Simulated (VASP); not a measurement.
Here is a VASP 6.6.1 calculation.

Contents of POSCAR:

```
HfO2
1.0
    3.5768243317      0.0000000000      0.0000000000
    0.0000000000      3.5768243317      0.0000000000
    0.0000000000      0.0000000000      5.2026739509
Hf O
2 4
Direct
    0.5000000000      0.5000000000      0.5000000000
    0.0000000000      0.0000000000      0.0000000000
    0.0000000000      0.5000000000      0.6961635347
    0.5000000000      0.0000000000      0.8038364653
    0.5000000000      0.0000000000      0.3038364653
    0.0000000000      0.5000000000      0.1961635347
```

The input INCAR.step1:

```
PREC = Accurate ; ENCUT = 520
ISMEAR = 0 ; SIGMA = 0.02
LREAL = False ; LASPH = True
NELM = 80 ; NBANDS = 31
GGA = PE ; ALGO = Normal
EDIFF = 1E-4 ; LWAVE = True
LCHARG = False
```

Contents of INCAR.step2:

```
PREC = Accurate ; ENCUT = 520
EDIFF = 1E-7 ; ISMEAR = 0
SIGMA = 0.02 ; LREAL = False
LASPH = True ; NELM = 80
ALGO = Normal ; ISIF = 2
LWAVE = False ; LCHARG = False
METAGGA = R2SCAN ; LMIXTAU = True
NBANDS = 31 ; ISTART = 1
```

File KPOINTS:

```
regular mesh
0
Gamma
  6 6 6
```

Potentials or basis: VASP PAW PBE potentials, release 64 (Hf_pv, O).

Run with:

```sh
$ cat potpaw_PBE.64/Hf_pv/POTCAR potpaw_PBE.64/O/POTCAR > POTCAR
$ cp INCAR.step1 INCAR
$ mpirun -np 1 vasp_std > vasp.out
$ cp INCAR.step2 INCAR
$ mpirun -np 1 vasp_std > vasp.out
```

Estimate the pressure.

-3.6 GPa.

Predict the band gap on the k mesh.

5.24 eV, indirect (least direct gap 5.32 eV).

Predict the largest force.

0.068 eV/Å.

Forces on the atoms (eV/Å):
```
Hf   0.000  0.000  0.000
Hf   0.000  0.000  0.000
O    0.000  0.000 -0.068
O    0.000  0.000  0.068
O    0.000  0.000  0.068
O    0.000  0.000 -0.068
```

Caveat: the PAW data sets were made with another functional, which shifts forces and pressure a little; spin-orbit coupling is left out, which moves the levels of the heavy elements. A k mesh can miss the band edges.
